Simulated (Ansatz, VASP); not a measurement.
## One calculation of Mn, two programs

File INCAR:

```
ALGO = Normal ; EDIFF = 1E-7
ENCUT = 520 ; GGA = RE
ISIF = 2 ; ISMEAR = -1
ISPIN = 2 ; LASPH = True
LCHARG = False ; LMAXMIX = 4
LORBIT = 11 ; LREAL = False
LWAVE = False ; MAGMOM = 0.802 0.802 -0.714 -0.714
NBANDS = 38 ; NELM = 150
PREC = Accurate ; SIGMA = 0.05
```

Contents of KPOINTS:

```
k-points
0
Gamma
  16 16 5
```

POSCAR

```
Mn
1.0
    2.3966964736      0.0000000000      0.0000000000
   -1.1983482368      2.0756000313      0.0000000000
    0.0000000000      0.0000000000      7.7731606717
Mn
4
Direct
    1.0000000000      0.0000000000      1.0000000000
    1.0000000000      0.0000000000      0.5000000000
    0.3333333333      0.6666666667      0.2500000000
    0.6666666667      0.3333333333      0.7500000000
```

Input for Ansatz:

```yaml
crystal:
  lattice:
    - [2.3966964736, 0.0, 0.0]
    - [-1.1983482368, 2.0756000313, 0.0]
    - [0.0, 0.0, 7.7731606717]
  atoms:
    - { symbol: Mn, position: [1.0, 0.0, 1.0], spin: 0.802 }
    - { symbol: Mn, position: [1.0, 0.0, 0.5], spin: 0.802 }
    - { symbol: Mn, position: [0.3333333333, 0.6666666667, 0.25], spin: -0.714 }
    - { symbol: Mn, position: [0.6666666667, 0.3333333333, 0.75], spin: -0.714 }
hamiltonian:
  xc: revpbe
  pseudopotentials:
    kind: paw
    azcp:
      Mn: "pseudopotentials/Mn.paw.azcp"
basis:
  ecutwfc: 420
  fft_grid_basis: typed
kpoints:
  mp_grid: { grid: [16, 16, 5], shift: [0, 0, 0] }
magnetization:
  spin_polarized: true
scf:
  occupations: { method: fermi_dirac, width: 0.05 }
  lower_state_search: "off"
output:
  stress: true
```

Alike in both runs: task single point; functional revPBE; k mesh 16 × 16 × 5; occupations fermi-dirac, width 0.05 eV; collinear spin.

|  | VASP | Ansatz |
| --- | --- | --- |
| version | VASP 6.6.1 | Ansatz 0.2.0 |
| potentials or method | VASP PAW PBE potentials, release 64 (Mn_pv), cutoff 520 eV | plane waves (420 eV) with PAW, scalar-relativistic |
| valence electrons in the cell | 52 | 60 |

```tsv
	VASP	Ansatz	Ansatz less VASP
net moment per atom (μB)	0.00	0.00	0.000
```

VASP's potentials were made for PBE, not for revPBE. The functional is the same, so the differences come from potentials, cutoffs and numerics. VASP's potentials hold 52 valence electrons a cell and Ansatz's 60, so a difference there can come from the potentials and not from the codes. Ansatz's warnings: seeded moment not kept.
